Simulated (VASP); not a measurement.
Set up this calculation in VASP 6.6.1, as the native input.

| Quantity | Value |
| --- | --- |
| Task | single point |
| Functional | PBEsol |
| Potentials or basis | VASP PAW PBE potentials, release 64 (N) |
| Cutoff | 600 eV |
| k mesh | 8 × 8 × 7 |
| Occupations | fermi-dirac, width 0.1 eV |
| Spin | no spin polarisation |
| Dipole correction | no |
| Further INCAR settings | ALGO = Normal; EDIFF = 1e-06; NBANDS = 12 |

The structure of N lies in POSCAR:

```
N
1.0
    2.4325254018      0.0000000000      0.0000000000
   -1.2162627009      2.1066283220      0.0000000000
    0.0000000000      0.0000000000      2.3615889657
N
2
Direct
    0.6666666667      0.3333333333      0.2500000000
    0.3333333333      0.6666666667      0.7500000000
```

The input as run:

INCAR

```
ALGO     = Normal         # electronic algorithm
EDIFF    = 1E-6           # SCF threshold, eV
ENCUT    = 600            # plane-wave cutoff, eV
GGA      = PS             # functional
GGA_COMPAT= F            
ISIF     = 2              # what is computed and relaxed
ISMEAR   = -1             # smearing method
LASPH    = T              # aspherical terms in the spheres
LCHARG   = T              # write CHGCAR
LELF     = T              # ELF
LREAL    = F              # projectors in reciprocal space
LVHAR    = T            
LWAVE    = F              # write WAVECAR
NBANDS   = 12             # bands
NELM     = 120            # most SCF steps
PREC     = Accurate       # precision mode
SIGMA    = 0.1            # smearing width, eV
```

KPOINTS

```
k-points
0
Gamma
  8 8 7
```

Potentials or basis: VASP PAW PBE potentials, release 64 (N).

Run with:

```sh
$ cat potpaw_PBE.64/N/POTCAR > POTCAR
$ mpirun -np 1 vasp_std > vasp.out
```

Results of the run:

```yaml
Pressure: 26.9 GPa
Band_gap_on_the_k_mesh: zero (bands 5 and 6 overlap by 3.97 eV)
```

Caveat: the k points lie up to 0.38 Å⁻¹ apart, too coarse for converged energies and pressures of a metal; the PAW data sets were made with another functional, which shifts forces and pressure a little.

It took 4.3 s on 1 thread of Intel(R) Xeon(R) Platinum 8375C CPU @ 2.90GHz (Ice Lake), on a shared host, peak memory 0.11 GiB.
